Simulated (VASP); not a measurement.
Here is a VASP 6.6.1 calculation.

The input INCAR:

```
ALGO = All
EDIFF = 1E-6
ENCUT = 550
GGA = PE
GGA_COMPAT = False
ISEARCH = 1
ISIF = 2
ISMEAR = 0
KPAR = 4
LASPH = True
LCHARG = False
LREAL = False
LWAVE = False
NBANDS = 45
NELM = 300
PREC = Accurate
SIGMA = 0.15
```

Contents of KPOINTS:

```
k-points
0
Gamma
  10 10 10
```

The input POSCAR:

```
Ti
1.0
   -4.5790987815      0.0000000000      0.0000000000
   -2.2895493907      3.9656158712      2.8317615652
   -2.2895493907      3.9656158712     -2.8317615652
Ti
6
Direct
    0.0000000000      0.0000000000      0.0000000000
    0.0000000000      0.5000000000      0.5000000000
    0.6790708542      0.5624982458      0.1041684208
    0.6542624792      0.0624982458      0.6041684208
    0.3457375208      0.4375017542      0.8958315792
    0.3209291458      0.9375017542      0.3958315792
```

Potentials or basis: VASP PAW PBE potentials, release 64 (Ti_sv).

Command:

```sh
$ cat potpaw_PBE.64/Ti_sv/POTCAR > POTCAR
$ mpirun -np 4 vasp_std > vasp.out
```

**Question.** Predict the pressure.

**Answer.** -0.1 GPa.

**Question.** Estimate the band gap on the k mesh.

**Answer.** Zero (bands 36 and 37 overlap by 0.34 eV).

**Question.** What does it give for the largest force?

**Answer.** 0.379 eV/Å.

Stress tensor (GPa, compression positive):
```
-0.12  0.00  0.00
 0.00 -0.47 -0.03
 0.00 -0.03  0.43
```

Caveat: the cell differs from its parent crystal (atoms displaced along several vibrational modes).
